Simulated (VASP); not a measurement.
A run of VASP 6.6.1:

Contents of INCAR:

```
  PREC = Accurate
  ENCUT = 600
  EDIFF = 1E-6
  ISMEAR = 0
  SIGMA = 0.01
  LREAL = F
  LASPH = T
  NELM = 60
  ALGO = Normal
  ISIF = 3
  LWAVE = F
  LCHARG = F
  GGA = CA
  IBRION = 2
  NSW = 80
  EDIFFG = -0.001
```

Contents of KPOINTS:

```
Automatic mesh
0
Gamma
  10 10 10
```

The input POSCAR:

```
GaAs
1.0
    0.0000000000      2.8268500000      2.8268500000
    2.8268500000      0.0000000000      2.8268500000
    2.8268500000      2.8268500000      0.0000000000
Ga As
1 1
Direct
    0.0000000000      0.0000000000      0.0000000000
    0.2500000000      0.2500000000      0.2500000000
```

Potentials or basis: VASP PAW LDA potentials, release 64 (Ga_d, As).

Launch:

```console
$ cat potpaw_LDA.64/Ga_d/POTCAR potpaw_LDA.64/As/POTCAR > POTCAR
$ mpirun -np 1 vasp_std > vasp.out
```

Hardware: 1 thread of Intel Xeon 8259CL, on a shared host.

Estimate the wall time of this run.

Run time: 2.2 min on 1 thread of Intel Xeon 8259CL (shared host), peak memory 0.19 GiB. Counts: scf iterations 63, k points 47, ion steps 19.
